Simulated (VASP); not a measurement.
# InSb (lda) (F-43m) in VASP: notebook, part 2 of 2

VASP 6.6.1. Earlier steps stand in the parts before.

### 3 Single point, LDA

INCAR

```
ALGO = Normal ; EDIFF = 1E-6
ENCUT = 500 ; GGA_COMPAT = F
ISIF = 2 ; ISMEAR = 0
LASPH = T ; LCHARG = F
LREAL = F ; LWAVE = F
NBANDS = 16 ; NELM = 120
PREC = Accurate ; SIGMA = 0.01
```

KPOINTS

```
k-points
0
Gamma
  10 10 10
```

POSCAR

```
InSb
1.0
    0.0000000000      3.1928857815      3.1928857815
    3.1928857815      0.0000000000      3.1928857815
    3.1928857815      3.1928857815      0.0000000000
In Sb
1 1
Direct
    0.0000000000      0.0000000000      0.0000000000
    0.2500000000      0.2500000000      0.2500000000
```

Potentials or basis: VASP PAW LDA potentials, release 64 (In_d, Sb).

Run with:

```
$ cat potpaw_LDA.64/In_d/POTCAR potpaw_LDA.64/Sb/POTCAR > POTCAR
$ mpirun -np 1 vasp_std > vasp.out
```

OUTCAR:

```text
EDIFF = 1E-6
   ENCUT = 500
   ISIF = 2
   ISMEAR = 0
   LASPH = T
   LREAL = F
   NELM = 120
   PREC = Accurate

 ion  position               nearest neighbor table
   1  0.000  0.000  0.000-   2 2.77   2 2.77   2 2.77   2 2.77
   2  0.250  0.250  0.250-   1 2.77   1 2.77   1 2.77   1 2.77

  LATTYP: Found a face centered cubic cell.
 ALAT       =     6.3857715630

  Lattice vectors:

 A1 = (   0.0000000000,   3.1928857815,   3.1928857815)
 A2 = (   3.1928857815,   0.0000000000,   3.1928857815)
 A3 = (   3.1928857815,   3.1928857815,   0.0000000000)

Analysis of symmetry for initial positions (statically):
=====================================================================
 Subroutine PRICEL returns:
 Original cell was already a primitive cell.

 Routine SETGRP: Setting up the symmetry group for a
 face centered cubic supercell.

 Subroutine GETGRP returns: Found 24 space group operations
 (whereof 24 operations were pure point group operations)
 out of a pool of 48 trial point group operations.

The static configuration has the point symmetry T_d .

Analysis of symmetry for dynamics (positions and initial velocities):
=====================================================================
 Subroutine PRICEL returns:
 Original cell was already a primitive cell.

 Routine SETGRP: Setting up the symmetry group for a
 face centered cubic supercell.

 Subroutine GETGRP returns: Found 24 space group operations
 (whereof 24 operations were pure point group operations)
 out of a pool of 48 trial point group operations.

The dynamic configuration has the point symmetry T_d .

 Subroutine INISYM returns: Found 24 space group operations
 (whereof 24 operations are pure point group operations),
 and found     1 'primitive' translations

----------------------------------------------------------------------------------------

                                     Primitive cell

  volume of cell :      65.0999

  direct lattice vectors                    reciprocal lattice vectors
     0.000000000  3.192885781  3.192885781    -0.156598148  0.156598148  0.156598148
     3.192885781  0.000000000  3.192885781     0.156598148 -0.156598148  0.156598148
     3.192885781  3.192885781  0.000000000     0.156598148  0.156598148 -0.156598148

  length of vectors
     4.515422375  4.515422375  4.515422375     0.271235949  0.271235949  0.271235949

  position of ions in fractional coordinates (direct lattice)
     0.000000000  0.000000000  0.000000000
     0.250000000  0.250000000  0.250000000

  ion indices of the primitive-cell ions
   primitive index   ion index
                 1           1
                 2           2

----------------------------------------------------------------------------------------

 KPOINTS: k-points

Automatic generation of k-mesh.
 Grid dimensions read from file:
 generate k-points for:   10   10   10

 Generating k-lattice:

  Cartesian coordinates                     Fractional coordinates (reciprocal lattice)
    -0.015659815  0.015659815  0.015659815     0.100000000  0.000000000  0.000000000
     0.015659815 -0.015659815  0.015659815     0.000000000  0.100000000  0.000000000
     0.015659815  0.015659815 -0.015659815     0.000000000  0.000000000  0.100000000

  Length of vectors
     0.027123595  0.027123595  0.027123595

  Shift w.r.t. Gamma in fractional coordinates (k-lattice)
     0.000000000  0.000000000  0.000000000

 Subroutine IBZKPT returns following result:
 ===========================================

 Found     47 irreducible k-points:

 Following reciprocal coordinates:
            Coordinates               Weight
  0.000000  0.000000  0.000000      1.000000
  0.100000  0.000000  0.000000      8.000000
  0.200000  0.000000  0.000000      8.000000
  0.300000  0.000000  0.000000      8.000000
  0.400000  0.000000  0.000000      8.000000
  0.500000  0.000000  0.000000      4.000000
[... 16 lines left out ...]
  0.300000  0.300000  0.000000      6.000000
  0.400000  0.300000  0.000000     24.000000
 [... further k-points ...]
   k-points           NKPTS =     47   k-points in BZ     NKDIM =     47   number of bands    NBANDS=     16
   number of dos      NEDOS =    301   number of ions     NIONS =      2
   total plane-waves  NPLWV =  46656
   dimension x,y,z NGX =    36 NGY =   36 NGZ =   36
   dimension x,y,z NGXF=    72 NGYF=   72 NGZF=   72
   ions per type =               1   1
   NGX,Y,Z   is equivalent  to a cutoff of  13.25, 13.25, 13.25 a.u.
   NGXF,Y,Z  is equivalent  to a cutoff of  26.51, 26.51, 26.51 a.u.
 SYSTEM =  unknown system
   PREC   = accura    normal or accurate (medium, high low for compatibility)
   ISTART =      0    job   : 0-new  1-cont  2-samecut
   ICHARG =      2    charge: 1-file 2-atom 10-const
   ISPIN  =      1    spin polarized calculation?
   LNONCOLLINEAR =      F non collinear calculations
   LSORBIT =      F    spin-orbit coupling
   LASPH  =      T    aspherical Exc in radial PAW
   ENCUT  =  500.0 eV  36.75 Ry    6.06 a.u.   8.23  8.23  8.23*2*pi/ulx,y,z
   NELM   =    120;   NELMIN=  2; NELMDL= -5     # of ELM steps
   EDIFF  = 0.1E-05   stopping-criterion for ELM
   LREAL  =      F    real-space projection
   EDIFFG = 0.1E-04   stopping-criterion for IOM
   NSW    =      0    number of steps for IOM
   IBRION =     -1    ionic relax: 0-MD 1-quasi-New 2-CG
   NFREE  =      0    steps in history (QN), initial steepest desc. (CG)
   ISIF   =      2    stress and relaxation
   ISYM   =      2    0-nonsym 1-usesym 2-fastsym
   POTIM  = 0.5000    time-step for ionic-motion
   TEBEG  =    0.0;   TEEND  =   0.0 temperature during run
   PSTRESS=    0.0 pullay stress
   NELECT =      18.0000    total number of electrons
   NUPDOWN=      -1.0000    fix difference up-down
   EMIN   =  10.00;   EMAX   =-10.00  energy-range for DOS
   EFERMI =   0.00;   METHOD = LEGACY
   ISMEAR =     0;   SIGMA  =   0.01  broadening in eV -4-tet -1-fermi 0-gaus
   EFERMI_NEDOS =   21; number of points for ismear=-14 and -15
   IALGO  =     38    algorithm
   IMIX   =      4    mixing-type and parameters
     AMIX     =   0.40;   BMIX     =  1.00
     AMIX_MAG =   1.60;   BMIX_MAG =  1.00
  volume/ion in A,a.u.               =      32.55       219.66
  Fermi-wavevector in a.u.,A,eV,Ry     =   1.066528  2.015446 15.476383  1.137482
  Thomas-Fermi vector in A             =   2.202115
   LORBIT       =      0    0 simple, 1 ext, 2 COOP (PROOUT), +10 PAW based schemes
   GGA     = CA    functional components
   LHFCALC =     F    Hartree Fock is set to
   AEXX    =    0.0000 exact exchange contribution
   IVDW    =     0    specifies the selected vdW correction
   LEPSILON=     F    determine dielectric tensor
   LRPA    =     F    only Hartree local field effects (RPA)
 non-spin polarized calculation
 Gauss-broadening in eV      SIGMA  =   0.01
  energy-cutoff  :      500.00
  volume of cell :       65.10
 maximum number of plane-waves:      1676
 NGX is ok and might be reduce to    36
   NGX = 17   NGY = 17   NGZ = 17

 number of electron      18.0000005 magnetization

 Free energy of the ion-electron system (eV)
  ---------------------------------------------------
  ext. energy  EPLUGINS =         0.00000000
  ---------------------------------------------------
  free energy    TOTEN  =        -8.20494253 eV

  energy without entropy =       -8.20492710  energy(sigma->0) =       -8.20493482

 E-fermi :   5.3693     XC(G=0):  -9.1752

 val. band max:        5.3662925592   @ k =   0.0000   0.0000   0.0000
 cond. band min:       5.8647432875   @ k =   0.5000   0.0000   0.0000
 fundamental gap:      0.4984507283
 Fermi energy:         5.3693381774

 k-point     1 :       0.0000    0.0000    0.0000
  band No.  band energies     occupation
      1      -9.2952      2.00000
      2      -9.2952      2.00000
      3      -9.2952      2.00000
      4      -9.1949      2.00000
      5      -9.1949      2.00000
      6      -5.6924      2.00000
[... 8 lines left out ...]
     15      13.7113      0.00000
     16      13.7113      0.00000
[... 419 lines left out ...]
 k-point    24 :       0.4000    0.3000    0.0000
  band No.  band energies     occupation
      1      -9.3732      2.00000
      2      -9.2557      2.00000
      3      -9.2545      2.00000
      4      -9.2120      2.00000
      5      -9.1874      2.00000
      6      -4.2206      2.00000
[... 8 lines left out ...]
     15      15.0190      0.00000
     16      15.4977      0.00000

 [... further k-points ...]

------------------------ aborting loop because EDIFF is reached ----------------------------------------

  FORCE on cell =-STRESS in cart. coord.  units (eV):
  Direction    XX          YY          ZZ          XY          YZ          ZX
  --------------------------------------------------------------------------------------
  -------------------------------------------------------------------------------------
  Total        0.6532671      0.6532671      0.6532671     -0.0000000      0.0000000     -0.0000000
  in kB       16.0775995     16.0775995     16.0775995     -0.0000000      0.0000000     -0.0000000
  external PRESSURE =      16.0775995 kB  Pullay stress =       0.0000000 kB

 VOLUME and BASIS-vectors are now :
 -----------------------------------------------------------------------------
  energy-cutoff  :      500.00
  volume of cell :       65.10
      direct lattice vectors                 reciprocal lattice vectors
     0.000000000  3.192885781  3.192885781    -0.156598148  0.156598148  0.156598148
     3.192885781  0.000000000  3.192885781     0.156598148 -0.156598148  0.156598148
     3.192885781  3.192885781  0.000000000     0.156598148  0.156598148 -0.156598148

 POSITION                                       TOTAL-FORCE (eV/Angst)
 -----------------------------------------------------------------------------------
      0.00000      0.00000      0.00000        -0.000000     -0.000000     -0.000000
      1.59644      1.59644      1.59644         0.000000      0.000000      0.000000
 -----------------------------------------------------------------------------------
    total drift:                               -0.000000     -0.000000     -0.000000

  FREE ENERGIE OF THE ION-ELECTRON SYSTEM (eV)
  ---------------------------------------------------
  free  energy   TOTEN  =        -8.2049425289 eV

  energy  without entropy=       -8.2049271027  energy(sigma->0) =       -8.20493482
```

Run time: 66 s. Hardware: 1 thread of Intel Xeon 8259CL, shared host; peak memory 0.2 GiB.

What came out:

```
Free energy            : -8.2049 eV
Pressure               : 1.6 GPa
Band gap on the k mesh : zero (filled and empty bands touch)
```

Caveat: spin-orbit coupling is left out, which moves the levels of the heavy elements.

### 4 Relaxation of the atoms, LDA (strained cell)

INCAR

```
SYSTEM = InSb
  PREC = Accurate
  ENCUT = 450
  EDIFF = 1E-7
  ISMEAR = 0
  SIGMA = 0.1
  LREAL = .FALSE.
  LASPH = .TRUE.
  NELM = 120
  ALGO = Normal
  ISIF = 2
  LWAVE = .FALSE.
  LCHARG = .FALSE.
  IBRION = 2
  NSW = 60
  EDIFFG = -0.002
  GGA_COMPAT = .FALSE.
  NELMIN = 4
```

KPOINTS

```
Automatic mesh
0
G
  10 10 10
  0 0 0
```

POSCAR is that of step 3.

Run with:

```
$ cat potpaw_LDA.64/In_d/POTCAR potpaw_LDA.64/Sb/POTCAR > POTCAR
$ mpirun -np 1 vasp_std > vasp.out
```

It took 36 s on 1 thread of Intel Xeon 8259CL, shared host; peak memory 0.18 GiB.

The run converged. Its results:

```yaml
Free_energy: -8.2053 eV
Pressure_after_relaxing: 1.6 GPa
Band_gap_on_the_k_mesh: zero (filled and empty bands touch)
```

Final structure:
```
CELL_PARAMETERS angstrom
0.00000 3.19289 3.19289
3.19289 0.00000 3.19289
3.19289 3.19289 0.00000
ATOMIC_POSITIONS crystal
In 0.00000 0.00000 0.00000
Sb 0.25000 0.25000 0.25000
```

Levels at points of the mesh, in eV from the Fermi level:
```csv
k point,band 5,band 6,band 7,band 8,band 9,band 10,band 11,band 12,band 13
"(0.00, 0.00, 0.00)",-14.60,-11.10,-0.15,-0.04,-0.04,-0.04,2.87,2.87,2.87
"(0.50, 0.00, 0.00)",-14.60,-9.61,-5.92,-1.12,-1.12,0.46,3.73,3.73,5.88
"(0.50, 0.50, 0.00)",-14.59,-8.94,-6.21,-2.46,-2.46,1.14,1.19,8.26,8.26
```

Caveat: the cell differs from its parent crystal (strained cell); the relaxation stopped at its first step, so nothing moved; spin-orbit coupling is left out, which moves the levels of the heavy elements.

### 5 The runs side by side

```csv
task,cell,cutoff (eV),smearing,gap on the mesh (eV),pressure (GPa)
single point,as given,500,gaussian 0.1 eV,none,1.6
single point,as given,500,gaussian 0.01 eV,none,1.6
relaxation of the atoms,atoms relaxed,450,gaussian 0.1 eV,none,1.6
```

Alike in all rows: level LDA; potentials or basis VASP PAW LDA potentials, release 64 (In_d, Sb); no spin polarisation; k mesh 10 × 10 × 10.

Caveats: spin-orbit coupling is left out, which moves the levels of the heavy elements; the relaxation stopped at its first step, so nothing moved (some runs).

Absolute energies hang on the potentials; compare differences alone.
